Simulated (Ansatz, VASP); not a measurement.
## AlGaN2: VASP beside Ansatz

```xyz
4
Lattice="3.1880 0.0000 0.0000 0.0000 3.1880 0.0000 0.0000 0.0000 4.4902" Properties=species:S:1:pos:R:3 pbc="T T T"
Al    1.5940    1.5940    2.2451
Ga    0.0000    0.0000    0.0000
N     1.5940    0.0000    3.3150
N     0.0000    1.5940    1.1752
```

Change from the starting cell: strain +0.015 along x and y, +0.015 along z, atoms carried along.

Alike in both runs: task single point; functional LDA; k mesh 8 × 8 × 6; occupations gaussian, width 0.05 eV; no spin polarisation.

```csv
,VASP,Ansatz
version,VASP 6.6.1,Ansatz 0.2.0
potentials or method,"VASP PAW LDA potentials, release 64 (Al, Ga_d, N), cutoff 520 eV","scalar-relativistic, plane waves, PAW"
valence electrons in the cell,26,26
```

Ansatz gave:

```
gap on the k mesh at the Fermi level (eV)                     : 2.53
least direct gap on the mesh (eV)                             : 2.53
pressure (GPa)                                                : -12.5
traceless stress, the component that is largest in VASP (GPa) : -0.06
rms of the force components (eV/Å)                            : 0.075
```

Problem. What did VASP give for the same quantities?

Solution. gap on the k mesh at the Fermi level (eV): 2.54; least direct gap on the mesh (eV): 2.54; pressure (GPa): -11.8; traceless stress, the component that is largest in VASP (GPa): -0.05; rms of the force components (eV/Å): 0.064.

LDA's correlation is that of Perdew and Zunger in VASP and of Perdew and Wang (1992) in Ansatz. Atom by atom the forces differ by 0.011 eV/Å (rms over components).
